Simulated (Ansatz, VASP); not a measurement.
One calculation of Zn4Se3S, two programs

```
CELL_PARAMETERS angstrom
4.00154 0.00000 0.00000
0.00000 8.00889 0.00000
0.00000 0.00000 5.65693
ATOMIC_POSITIONS crystal
Zn 0.00000 0.74071 0.99347
Zn 0.50000 0.50000 0.51769
Zn 0.00000 0.25929 0.99347
Zn 0.50000 0.00000 0.49475
Se 0.50000 0.74483 0.25012
Se 0.50000 0.25517 0.25012
Se 0.00000 0.00000 0.75089
S 0.00000 0.50000 0.74947
```

Alike in both runs: task single point; functional PBE; k mesh 8 × 4 × 6; occupations gaussian, width 0.02 eV; no spin polarisation.

```csv
,VASP,Ansatz
version,VASP 6.6.1,Ansatz 0.2.0
potentials or method,"VASP PAW PBE potentials, release 64 (Zn, Se, S), cutoff 520 eV","scalar-relativistic, plane waves, PAW"
valence electrons in the cell,72,102
```

```tsv
	VASP	Ansatz	Ansatz less VASP
gap on the k mesh at the Fermi level (eV)	1.28	1.28	-0.001
least direct gap on the mesh (eV)	1.28	1.28	-0.001
pressure (GPa)	0.2	0.0	-0.19
```

VASP's potentials hold 72 valence electrons a cell and Ansatz's 102, so a difference there can come from the potentials and not from the codes.
